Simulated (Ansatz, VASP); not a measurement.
## ZnS: VASP beside Ansatz

```
Zn S
1.0
     3.79441    0.00000    0.00000
    -1.89721    3.28606    0.00000
     0.00000    0.00000    6.30372
Zn S
2 2
Direct
  0.29935 0.66667 0.00520
  0.70065 0.33333 0.50520
  0.36080 0.66667 0.37980
  0.63920 0.33333 0.87980
```

Change from the starting cell: mode 4 frozen in at -0.131 Å, equal normal strain along x and y -0.0133.

Alike in both runs: task single point; functional PBE; k mesh 9 × 9 × 4; occupations gaussian, width 0.05 eV; no spin polarisation.

|  | VASP | Ansatz |
| --- | --- | --- |
| version | VASP 6.6.1 | Ansatz 0.2.0 |
| potentials or method | VASP PAW PBE potentials, release 64 (Zn, S), cutoff 520 eV | scalar-relativistic, plane waves, PAW |
| valence electrons in the cell | 36 | 36 |

VASP gave:

* gap on the k mesh at the Fermi level (eV): 2.12
* least direct gap on the mesh (eV): 2.12
* pressure (GPa): 2.0
* traceless stress, the component that is largest in VASP (GPa): -1.42
* rms of the force components (eV/Å): 0.105

Estimate Ansatz's values.

gap on the k mesh at the Fermi level (eV): 2.11; least direct gap on the mesh (eV): 2.11; pressure (GPa): 1.8; traceless stress, the component that is largest in VASP (GPa): -1.40; rms of the force components (eV/Å): 0.104.

Atom by atom the forces differ by 0.002 eV/Å (rms over components).
